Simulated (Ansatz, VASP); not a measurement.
## TaN: VASP beside Ansatz

```
CELL_PARAMETERS angstrom
2.92399 0.00000 0.00000
-1.46199 2.53225 0.00000
0.00000 0.00000 2.87073
ATOMIC_POSITIONS crystal
Ta 0.33333 0.66667 0.50000
N 0.00000 0.00000 0.93904
```

Change from the starting cell: all N atoms moved +0.175 Å, as atom 2 towards its neighbour atom 2 (N) at 2.871 Å.

Alike in both runs: task single point; functional PBEsol; k mesh 24 × 24 × 20; occupations gaussian, width 0.15 eV; no spin polarisation.

```csv
,VASP,Ansatz
version,VASP 6.6.1,Ansatz 0.2.0
potentials or method,"VASP PAW PBE potentials, release 64 (Ta_pv, N), cutoff 520 eV","scalar-relativistic, plane waves, PAW"
valence electrons in the cell,16,18
```

```tsv
	VASP	Ansatz	Ansatz less VASP
gap on the k mesh at the Fermi level (eV)	none	none	-
pressure (GPa)	7.6	6.7	-0.92
traceless stress, the component that is largest in VASP (GPa)	1.06	0.96	-0.106
rms of the force components (eV/Å)	1.597	1.582	-0.0143
```

VASP's potentials were made for PBE, not for PBEsol. Atom by atom the forces differ by 0.014 eV/Å (rms over components). A gap of «none» marks a metal or a gap that the smearing closes. The functional is the same, so the differences come from potentials, cutoffs and numerics. VASP's potentials hold 16 valence electrons a cell and Ansatz's 18, so a difference there can come from the potentials and not from the codes.

Neither program's run includes spin-orbit coupling.
